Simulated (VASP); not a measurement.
# TaN in VASP: further runs, part 2 of 2

VASP 6.6.1. Earlier steps stand in the parts before.

## 3. Single point, PBE (equal xy, yz and zx shear strains of +2 %)

Contents of INCAR:

```
  PREC = Accurate
  ENCUT = 520
  EDIFF = 1E-7
  ISMEAR = -1
  SIGMA = 0.03
  LREAL = F
  LASPH = T
  NELM = 80
  ALGO = Normal
  ISIF = 2
  LWAVE = F
  LCHARG = F
  GGA = PE
  NBANDS = 33
```

Contents of KPOINTS:

```
Automatic mesh
0
Gamma
  5 5 8
```

Contents of POSCAR:

```
TaN
1.0
    5.1849992558      0.0518499926      0.0518499926
   -2.5475962172      4.4644160778      0.0189784145
    0.0290800000      0.0290800000      2.9080000000
Ta N
3 3
Direct
    0.0000000000      0.0000000000      0.0000000000
    0.3333333333      0.6666666667      0.5000000000
    0.6666666667      0.3333333333      0.5000000000
    0.5000000000      0.0000000000      0.0000000000
    0.5000000000      0.5000000000      0.0000000000
    0.0000000000      0.5000000000      0.0000000000
```

Potentials or basis: VASP PAW PBE potentials, release 64 (Ta_pv, N).

On the command line:

```console
$ cat potpaw_PBE.64/Ta_pv/POTCAR potpaw_PBE.64/N/POTCAR > POTCAR
$ mpirun -np 1 vasp_std > vasp.out
```

OUTCAR:

```text
PREC = Accurate
   ENCUT = 520
   EDIFF = 1E-7
   ISMEAR = -1
   LREAL = F
   LASPH = T
   NELM = 80
   ISIF = 2
   GGA = PE

 ion  position               nearest neighbor table
   1  0.000  0.000  0.000-   6 2.57   6 2.57   4 2.59   4 2.59   5 2.62   5 2.62   2 3.30   3 3.30
                             3 3.30   2 3.30   2 3.31   3 3.31   3 3.32   2 3.32   3 3.35   2 3.35
   2  0.333  0.667  0.500-   4 2.07   6 2.07   5 2.07   5 2.09   4 2.11   6 2.12   3 2.97   3 2.99
                             3 3.02   1 3.30   1 3.30   1 3.31   1 3.32   1 3.35   1 3.39
   3  0.667  0.333  0.500-   4 2.07   6 2.07   5 2.07   5 2.09   4 2.11   6 2.12   2 2.97   2 2.99
                             2 3.02   1 3.30   1 3.30   1 3.31   1 3.32   1 3.35   1 3.39
   4  0.500  0.000  0.000-   2 2.07   3 2.07   2 2.11   3 2.11   1 2.59   1 2.59
   5  0.500  0.500  0.000-   2 2.07   3 2.07   2 2.09   3 2.09   1 2.62   1 2.62
   6  0.000  0.500  0.000-   3 2.07   2 2.07   2 2.12   3 2.12   1 2.57   1 2.57

  LATTYP: Found a triclinic cell.
 ALAT       =     5.8942017873
 B/A-ratio  =     0.4934155447
 C/A-ratio  =     0.8720767365
 COS(alpha) =     0.0074204947
 COS(beta)  =     0.4319766960
 COS(gamma) =     0.4757357861

  Lattice vectors:

 A1 = (  -5.1559192558,  -0.0227699926,   2.8561500074)
 A2 = (   0.0290800000,   0.0290800000,   2.9080000000)
 A3 = (  -2.5475962172,   4.4644160778,   0.0189784145)

Analysis of symmetry for initial positions (statically):
=====================================================================
 Subroutine PRICEL returns:
 Original cell was already a primitive cell.

 Routine SETGRP: Setting up the symmetry group for a
 triclinic supercell.

 Subroutine GETGRP returns: Found  2 space group operations
 (whereof  2 operations were pure point group operations)
 out of a pool of  2 trial point group operations.

The static configuration has the point symmetry S_2 .

Analysis of symmetry for dynamics (positions and initial velocities):
[... 141 lines left out ...]
  Fermi-wavevector in a.u.,A,eV,Ry     =   1.459904  2.758818 28.998358  2.131319
  Thomas-Fermi vector in A             =   2.576416
   LORBIT       =      0    0 simple, 1 ext, 2 COOP (PROOUT), +10 PAW based schemes
   GGA     = PE    functional components
   LHFCALC =     F    Hartree Fock is set to
   AEXX    =    0.0000 exact exchange contribution
   IVDW    =     0    specifies the selected vdW correction
   LEPSILON=     F    determine dielectric tensor
   LRPA    =     F    only Hartree local field effects (RPA)
 non-spin polarized calculation
  energy-cutoff  :      520.00
  volume of cell :       67.69
 maximum number of plane-waves:      1844
   NGX = 19   NGY = 19   NGZ = 11

 number of electron      47.9999997 magnetization

 Free energy of the ion-electron system (eV)
  ---------------------------------------------------
  ext. energy  EPLUGINS =         0.00000000
  ---------------------------------------------------
  free energy    TOTEN  =       -64.67664604 eV

  energy without entropy =      -64.67348094  energy(sigma->0) =      -64.67506349

 E-fermi :   8.2364     XC(G=0): -13.0578

 val. band max:        8.2293609143   @ k =  -0.0000  -0.2000   0.3750
 cond. band min:       8.2433259934   @ k =  -0.2000  -0.0000   0.3750
 fundamental gap:      0.0139650791
 Fermi energy:         8.2364367376

 k-point     1 :       0.0000    0.0000    0.0000
  band No.  band energies     occupation
      1     -27.9962      2.00000
      2     -27.9812      2.00000
      3     -27.6004      2.00000
      4     -27.5875      2.00000
      5     -27.3715      2.00000
      6     -27.2621      2.00000
[... 853 lines left out ...]
     32      11.7422      0.00000
     33      12.1045      0.00000

 [... further k-points ...]

------------------------ aborting loop because EDIFF is reached ----------------------------------------

  FORCE on cell =-STRESS in cart. coord.  units (eV):
  Direction    XX          YY          ZZ          XY          YZ          ZX
  --------------------------------------------------------------------------------------
  -------------------------------------------------------------------------------------
  Total        4.6681766      4.7951640      5.2201438     -1.0198295     -1.7539154     -1.7533620
  in kB      110.5006590    113.5065855    123.5663051    -24.1404381    -41.5170250    -41.5039265
  external PRESSURE =     115.8578499 kB  Pullay stress =       0.0000000 kB

 VOLUME and BASIS-vectors are now :
 -----------------------------------------------------------------------------
  energy-cutoff  :      520.00
  volume of cell :       67.69
      direct lattice vectors                 reciprocal lattice vectors
     5.184999256  0.051849993  0.051849993     0.191799562  0.109462247 -0.003012618
    -2.547596217  4.464416078  0.018978414    -0.002205390  0.222744340 -0.002205390
     0.029080000  0.029080000  2.908000000    -0.003405416 -0.003405416  0.343947063

 POSITION                                       TOTAL-FORCE (eV/Angst)
 -----------------------------------------------------------------------------------
      0.00000      0.00000      0.00000        -0.000000     -0.000000     -0.000000
      0.04448      3.00810      1.48394        -0.254956     -0.001100      0.024983
      2.62201      1.53725      1.49489         0.254956      0.001100     -0.024983
      2.59250      0.02592      0.02592        -0.000000     -0.000000      0.000000
      1.31870      2.25813      0.03541        -0.000000     -0.000000     -0.000000
     -1.27380      2.23221      0.00949        -0.000000     -0.000000     -0.000000
 -----------------------------------------------------------------------------------
    total drift:                               -0.000000      0.000000     -0.000000

  FREE ENERGIE OF THE ION-ELECTRON SYSTEM (eV)
  ---------------------------------------------------
  free  energy   TOTEN  =       -64.6766460357 eV

  energy  without entropy=      -64.6734809391  energy(sigma->0) =      -64.67506349
```

OSZICAR:

```text
N       E                     dE             d eps       ncg     rms          rms(c)
DAV:   1     0.448046848548E+03    0.44805E+03   -0.25959E+04  6666   0.153E+03
DAV:   2    -0.450791594727E+02   -0.49313E+03   -0.46994E+03  7563   0.449E+02
DAV:   3    -0.747723960823E+02   -0.29693E+02   -0.29073E+02  8062   0.106E+02
DAV:   4    -0.754110058798E+02   -0.63861E+00   -0.63221E+00  8364   0.149E+01
DAV:   5    -0.754260882897E+02   -0.15082E-01   -0.15059E-01  8362   0.182E+00    0.465E+01
DAV:   6    -0.652277452306E+02    0.10198E+02   -0.48115E+01  8426   0.387E+01    0.200E+01
DAV:   7    -0.648683612275E+02    0.35938E+00   -0.38586E+00  8590   0.142E+01    0.116E+01
DAV:   8    -0.647103845635E+02    0.15798E+00   -0.66622E-01  8437   0.515E+00    0.410E+00
DAV:   9    -0.646782747856E+02    0.32110E-01   -0.87937E-02  8287   0.275E+00    0.478E-01
DAV:  10    -0.646769866036E+02    0.12882E-02   -0.18290E-02  8600   0.743E-01    0.219E-01
DAV:  11    -0.646766484528E+02    0.33815E-03   -0.26000E-03  8413   0.338E-01    0.505E-02
DAV:  12    -0.646766465158E+02    0.19369E-05   -0.11623E-04  8351   0.786E-02    0.203E-02
DAV:  13    -0.646766461194E+02    0.39644E-06   -0.11735E-05  8668   0.206E-02    0.836E-03
DAV:  14    -0.646766460357E+02    0.83690E-07   -0.94283E-07  8514   0.681E-03
   1 F= -.64676646E+02 E0= -.64675063E+02  d E =-.316510E-02
```

stdout:

```text
POSCAR found type information on POSCAR TaN
 POSCAR found :  2 types and       6 ions
 scaLAPACK will be used
 LDA part: xc-table for (Slater+PW92), standard interpolation
 POSCAR, INCAR and KPOINTS ok, starting setup
 FFT: planning ... GRIDC
 FFT: planning ... GRID_SOFT
 FFT: planning ... GRID
 WAVECAR not read
 entering main loop
```

Run time: 98 s. Hardware: 1 thread of Intel Xeon 6975P-C (Granite Rapids), shared host; peak memory 0.31 GiB.

What came out:

* Free energy: -64.6766 eV
* Pressure: 11.6 GPa
* Largest force: 0.256 eV/Å
* Band gap on the k mesh: zero (bands 24 and 25 overlap by 1.89 eV)

Forces on the atoms (eV/Å):
```
Ta   0.000  0.000  0.000
Ta  -0.255 -0.001  0.025
Ta   0.255  0.001 -0.025
N    0.000  0.000  0.000
N    0.000  0.000  0.000
N    0.000  0.000  0.000
```

Caveat: the cell differs from its parent crystal (equal xy, yz and zx shear strains of +2 %); the cell stands under pressure; spin-orbit coupling is left out, which moves the levels of the heavy elements.

## 4. Single point, PBE (equal xx and yy strain of -3 %)

Contents of INCAR:

```
PREC = Accurate ; ENCUT = 520
EDIFF = 1E-6 ; ISMEAR = -1
SIGMA = 0.03 ; LREAL = False
LASPH = True ; NELM = 100
ALGO = Normal ; ISIF = 2
LWAVE = False ; LCHARG = False
GGA = PE ; NBANDS = 33
```

Contents of KPOINTS:

```
regular mesh
0
Gamma
  5 5 8
```

Edit POSCAR of step 3 so:

```diff
@@ -2,5 +2,5 @@
 1.0
-    5.1849992558      0.0518499926      0.0518499926
-   -2.5475962172      4.4644160778      0.0189784145
-    0.0290800000      0.0290800000      2.9080000000
+    5.0294492781      0.0000000000      0.0000000000
+   -2.5147246391      4.3556308419      0.0000000000
+    0.0000000000      0.0000000000      2.9080000000
 Ta N
```

On the command line:

```console
$ cat potpaw_PBE.64/Ta_pv/POTCAR potpaw_PBE.64/N/POTCAR > POTCAR
$ mpirun -np 1 vasp_std > vasp.out
```

Run time: 94 s. Hardware: 1 thread of Intel Xeon 8259CL, shared host; peak memory 0.21 GiB.

The run converged. Its results:

| Property | Result |
| --- | --- |
| Free energy | -64.1729 eV |
| Pressure | 32.4 GPa |
| Band gap on the k mesh | zero (bands 24 and 25 overlap by 2.28 eV) |

Stress tensor (GPa, compression positive):
```
34.26  0.00  0.00
 0.00 34.26  0.00
 0.00  0.00 28.82
```

Levels at points of the mesh, in eV from the Fermi level:
```csv
k point,band 21,band 22,band 23,band 24,band 25,band 26,band 27,band 28
"(0.00, 0.00, 0.00)",-2.88,-2.53,-1.95,-1.28,-1.28,0.59,0.59,1.79
"(0.00, 0.00, 0.50)",-3.06,-3.06,-1.97,1.00,1.00,1.14,2.16,2.94
```

Caveat: the cell differs from its parent crystal (equal xx and yy strain of -3 %); the cell stands under pressure; spin-orbit coupling is left out, which moves the levels of the heavy elements.

## 5. Single point, PBE (zz strain of -2 %)

Contents of INCAR:

```
ALGO = Normal ; EDIFF = 1E-7
ENCUT = 520 ; GGA = PE
ISIF = 2 ; ISMEAR = -1
LASPH = T ; LCHARG = F
LREAL = F ; LWAVE = F
NBANDS = 33 ; NELM = 60
PREC = Accurate ; SIGMA = 0.03
```

Contents of KPOINTS:

```
k-points
0
Gamma
  5 5 8
```

Edit POSCAR of step 4 so:

```diff
@@ -2,5 +2,5 @@
 1.0
-    5.0294492781      0.0000000000      0.0000000000
-   -2.5147246391      4.3556308419      0.0000000000
-    0.0000000000      0.0000000000      2.9080000000
+    5.1849992558      0.0000000000      0.0000000000
+   -2.5924996279      4.4903410741      0.0000000000
+    0.0000000000      0.0000000000      2.8498400000
 Ta N
```

Potentials or basis: VASP PAW PBE potentials, release 64 (Ta_pv, N).

On the command line:

```console
$ cat potpaw_PBE.64/Ta_pv/POTCAR potpaw_PBE.64/N/POTCAR > POTCAR
$ mpirun -np 1 vasp_std > vasp.out
```

OUTCAR:

```text
EDIFF = 1E-7
   ENCUT = 520
   GGA = PE
   ISIF = 2
   ISMEAR = -1
   LASPH = T
   LREAL = F
   NELM = 60
   PREC = Accurate

 ion  position               nearest neighbor table
   1  0.000  0.000  0.000-   5 2.59   6 2.59   6 2.59   5 2.59   4 2.59   4 2.59   3 3.32   3 3.32
                             2 3.32   2 3.32   2 3.32   3 3.32   2 3.32   3 3.32   2 3.32   3 3.32
   2  0.333  0.667  0.500-   4 2.07   4 2.07   6 2.07   6 2.07   5 2.07   5 2.07   3 2.99   3 2.99
                             3 2.99   1 3.32   1 3.32   1 3.32   1 3.32   1 3.32   1 3.32
   3  0.667  0.333  0.500-   4 2.07   4 2.07   6 2.07   6 2.07   5 2.07   5 2.07   2 2.99   2 2.99
[... 1075 lines left out ...]
  Total        6.6450185      6.6450185     11.9928602      0.0000000      0.0000000      0.0000000
  in kB      160.4568529    160.4568529    289.5908568      0.0000000      0.0000000      0.0000000
  external PRESSURE =     203.5015209 kB  Pullay stress =       0.0000000 kB

 VOLUME and BASIS-vectors are now :
 -----------------------------------------------------------------------------
  energy-cutoff  :      520.00
  volume of cell :       66.35
      direct lattice vectors                 reciprocal lattice vectors
     5.184999256  0.000000000  0.000000000     0.192864059  0.111350116  0.000000000
    -2.592499628  4.490341074  0.000000000     0.000000000  0.222700232  0.000000000
     0.000000000  0.000000000  2.849840000     0.000000000  0.000000000  0.350896892

 POSITION                                       TOTAL-FORCE (eV/Angst)
 -----------------------------------------------------------------------------------
      0.00000      0.00000      0.00000        -0.000000      0.000000      0.000000
     -0.00000      2.99356      1.42492         0.000000     -0.000000      0.000000
      2.59250      1.49678      1.42492        -0.000000      0.000000      0.000000
      2.59250      0.00000      0.00000        -0.000000      0.000000      0.000000
      1.29625      2.24517      0.00000        -0.000000      0.000000      0.000000
     -1.29625      2.24517      0.00000        -0.000000      0.000000      0.000000
 -----------------------------------------------------------------------------------
    total drift:                               -0.000000      0.000000     -0.000000

  FREE ENERGIE OF THE ION-ELECTRON SYSTEM (eV)
  ---------------------------------------------------
  free  energy   TOTEN  =       -64.5505496197 eV

  energy  without entropy=      -64.5455888561  energy(sigma->0) =      -64.54806924
```

stdout:

```text
POSCAR found type information on POSCAR TaN
 POSCAR found :  2 types and       6 ions
 scaLAPACK will be used
 LDA part: xc-table for (Slater+PW92), standard interpolation
 POSCAR, INCAR and KPOINTS ok, starting setup
 FFT: planning ... GRIDC
 FFT: planning ... GRID_SOFT
 FFT: planning ... GRID
 WAVECAR not read
 entering main loop
```

It took 45 s on 1 thread of Intel Xeon Platinum 8375C at 2.90GHz (Ice Lake), shared host; peak memory 0.21 GiB.

Results:

```yaml
Free_energy: -64.5505 eV
Pressure: 20.4 GPa
Band_gap_on_the_k_mesh: zero (bands 24 and 25 overlap by 2.27 eV)
```

Caveat: the cell differs from its parent crystal (zz strain of -2 %); the cell stands under pressure; spin-orbit coupling is left out, which moves the levels of the heavy elements.

## 6. Summary

| cell | gap on the mesh (eV) | pressure (GPa) | largest force (eV/Å) |
| --- | --- | --- | --- |
| a = 5.185, b = 5.207, c = 2.908 Å, angles 90.2, 90.6, 120.4°, 6 atoms | none | 11.3 | 0.15 |
| a = 5.186, b = 5.140, c = 2.908 Å, angles 89.6, 88.8, 119.1°, 6 atoms | none | 11.6 | 0.26 |
| a = 5.029, b = 5.029, c = 2.908 Å, angles 90.0, 90.0, 120.0°, 6 atoms | none | 32.4 | - |
| a = 5.185, b = 5.185, c = 2.850 Å, angles 90.0, 90.0, 120.0°, 6 atoms | none | 20.4 | - |

Alike in all rows: task single point; level PBE; potentials or basis VASP PAW PBE potentials, release 64 (Ta_pv, N); no spin polarisation; k mesh 5 × 5 × 8; cutoff (eV) 520; smearing fermi-dirac 0.03 eV.

Caveats: the cell stands under pressure; spin-orbit coupling is left out, which moves the levels of the heavy elements.

Absolute energies hang on the potentials; compare differences alone.
